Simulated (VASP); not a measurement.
# TaN (I4mm) in VASP: a series of runs, part 2 of 2

VASP 6.6.1. Earlier steps stand in the parts before.

**4. Single point, r2SCAN (all Ta atoms moved +0.013 Å, as atom 1 along Cartesian [0 0 1])**

Input file POSCAR:

```
TaN
1.0
    0.0000000000      2.1790000000      2.1790000000
    2.1790000000      0.0000000000      2.1790000000
    2.1790000000      2.1790000000      0.0000000000
Ta N
1 1
Direct
    0.5028682882      0.5028682882      0.4971317118
    0.0000000000      0.0000000000      0.0000000000
```

Input file INCAR.step1:

```
SYSTEM = TaN
ALGO = Normal ; EDIFF = 1E-4
ENCUT = 520 ; GGA = PE
ISMEAR = 0 ; LASPH = .TRUE.
LCHARG = .FALSE. ; LREAL = .FALSE.
LWAVE = .TRUE. ; NBANDS = 15
NELM = 100 ; PREC = Accurate
SIGMA = 0.15
```

Input file INCAR.step2:

```
SYSTEM = TaN
ALGO = Normal ; EDIFF = 1E-6
ENCUT = 520 ; ISIF = 2
ISMEAR = 0 ; ISTART = 1
LASPH = .TRUE. ; LCHARG = .TRUE.
LELF = .TRUE. ; LMIXTAU = .TRUE.
LREAL = .FALSE. ; LVHAR = .TRUE.
LWAVE = .FALSE. ; METAGGA = R2SCAN
NBANDS = 15 ; NELM = 100
PREC = Accurate ; SIGMA = 0.15
```

Input file KPOINTS:

```
k-points
0
G
  18 18 18
  0 0 0
```

Potentials or basis: VASP PAW PBE potentials, release 64 (Ta_pv, N).

Started as:

```
$ cat potpaw_PBE.64/Ta_pv/POTCAR potpaw_PBE.64/N/POTCAR > POTCAR
$ cp INCAR.step1 INCAR
$ mpirun -np 1 vasp_std > vasp.out
$ cp INCAR.step2 INCAR
$ mpirun -np 1 vasp_std > vasp.out
```

OUTCAR:

```text
SYSTEM = TaN
   EDIFF = 1E-6
   ENCUT = 520
   ISIF = 2
   ISMEAR = 0
   ISTART = 1
   LASPH = .TRUE.
   LREAL = .FALSE.
   METAGGA = R2SCAN
   NELM = 100
   PREC = Accurate

 ion  position               nearest neighbor table
   1  0.503  0.503  0.497-   2 2.17   2 2.18   2 2.18   2 2.18   2 2.18   2 2.19
   2  0.000  0.000  0.000-   1 2.17   1 2.18   1 2.18   1 2.18   1 2.18   1 2.19

  LATTYP: Found a face centered cubic cell.
 ALAT       =     4.3580000000

  Lattice vectors:

 A1 = (   0.0000000000,   2.1790000000,   2.1790000000)
 A2 = (   2.1790000000,   0.0000000000,   2.1790000000)
 A3 = (   2.1790000000,   2.1790000000,   0.0000000000)

Analysis of symmetry for initial positions (statically):
=====================================================================
 Subroutine PRICEL returns:
 Original cell was already a primitive cell.

 Routine SETGRP: Setting up the symmetry group for a
 face centered cubic supercell.

 Subroutine GETGRP returns: Found  8 space group operations
 (whereof  8 operations were pure point group operations)
 out of a pool of 48 trial point group operations.

The static configuration has the point symmetry C_4v.

[... 176 lines left out ...]
      8       7.6807      2.00000
      9       7.6860      2.00000
     10       7.6860      2.00000
     11      10.0597      0.26132
     12      10.0652      0.23997
     13      11.9501      0.00000
     14      19.5538      0.00000
[... 401 lines left out ...]
      2     -27.2631      2.00000
      3     -27.2517      2.00000
      4      -7.7974      2.00000
      5      -0.1986      2.00000
      6       2.0380      2.00000
      7       2.2577      2.00000
      8       9.9368      1.02843
      9      11.2992      0.00000
     10      11.4093      0.00000
     11      15.3016      0.00000
     12      16.1059      0.00000
     13      17.2657      0.00000
     14      19.5507      0.00000
     15      22.6441      0.00000

 [... further k-points ...]

------------------------ aborting loop because EDIFF is reached ----------------------------------------

  FORCE on cell =-STRESS in cart. coord.  units (eV):
  Direction    XX          YY          ZZ          XY          YZ          ZX
  --------------------------------------------------------------------------------------
  -------------------------------------------------------------------------------------
  Total        1.5402683      1.5402683      1.5517337      0.0000000     -0.0000000      0.0000000
  in kB      119.2628764    119.2628764    120.1506375      0.0000000     -0.0000000      0.0000000
  external PRESSURE =     119.5587968 kB  Pullay stress =       0.0000000 kB

 VOLUME and BASIS-vectors are now :
 -----------------------------------------------------------------------------
  energy-cutoff  :      520.00
  volume of cell :       20.69
      direct lattice vectors                 reciprocal lattice vectors
     0.000000000  2.179000000  2.179000000    -0.229463056  0.229463056  0.229463056
     2.179000000  0.000000000  2.179000000     0.229463056 -0.229463056  0.229463056
     2.179000000  2.179000000  0.000000000     0.229463056  0.229463056 -0.229463056

 POSITION                                       TOTAL-FORCE (eV/Angst)
 -----------------------------------------------------------------------------------
      2.17900      2.17900      2.19150         0.000000      0.000000     -0.105270
      0.00000      0.00000      0.00000         0.000000      0.000000      0.105270
 -----------------------------------------------------------------------------------
    total drift:                                0.000000      0.000000      0.000330

  FREE ENERGIE OF THE ION-ELECTRON SYSTEM (eV)
  ---------------------------------------------------
  free  energy   TOTEN  =       -59.6060102914 eV

  energy  without entropy=      -59.5969817021  energy(sigma->0) =      -59.60149600
```

OUTCAR.step1:

```text
SYSTEM = TaN
   EDIFF = 1E-4
   ENCUT = 520
   GGA = PE
   ISMEAR = 0
   LASPH = .TRUE.
   LREAL = .FALSE.
[... 652 lines left out ...]
      2.17900      2.17900      2.19150         0.000000      0.000000     -0.112736
      0.00000      0.00000      0.00000         0.000000      0.000000      0.112736
 -----------------------------------------------------------------------------------
    total drift:                                0.000000      0.000000     -0.000103

  FREE ENERGIE OF THE ION-ELECTRON SYSTEM (eV)
  ---------------------------------------------------
  free  energy   TOTEN  =       -21.7889258107 eV

  energy  without entropy=      -21.7794792194  energy(sigma->0) =      -21.78420252
```

It took 3.7 min on 1 thread of Intel Xeon Platinum 8488C (Sapphire Rapids), shared host; peak memory 0.27 GiB.

Results:

```
Free energy            : -59.6060 eV
Pressure               : 12.0 GPa
Largest force          : 0.105 eV/Å
Band gap on the k mesh : zero (bands 8 and 9 overlap by 4.25 eV)
```

Forces in eV/Å, atoms in the order of the input:
```
Ta   0.000  0.000 -0.105
N    0.000  0.000  0.105
```

Caveat: the cell differs from its parent crystal (all Ta atoms moved +0.013 Å, as atom 1 along Cartesian [0 0 1]); the cell stands under pressure; the PAW data sets were made with another functional, which shifts forces and pressure a little; spin-orbit coupling is left out, which moves the levels of the heavy elements.

**5. Summary**

| cell | gap on the mesh (eV) | pressure (GPa) | largest force (eV/Å) |
| --- | --- | --- | --- |
| as given, atomic positions A | none | 12.6 | 0.55 |
| as given, atomic positions B | none | 12.2 | 0.32 |
| as given, atomic positions C | none | 12.0 | 0.11 |

Alike in all rows: task single point; level r2SCAN; potentials or basis VASP PAW PBE potentials, release 64 (Ta_pv, N); no spin polarisation; k mesh 18 × 18 × 18; cutoff (eV) 520; smearing gaussian 0.15 eV.

Caveats: the cell stands under pressure; the PAW data sets were made with another functional, which shifts forces and pressure a little; spin-orbit coupling is left out, which moves the levels of the heavy elements.

Absolute energies hang on the potentials; compare differences alone.
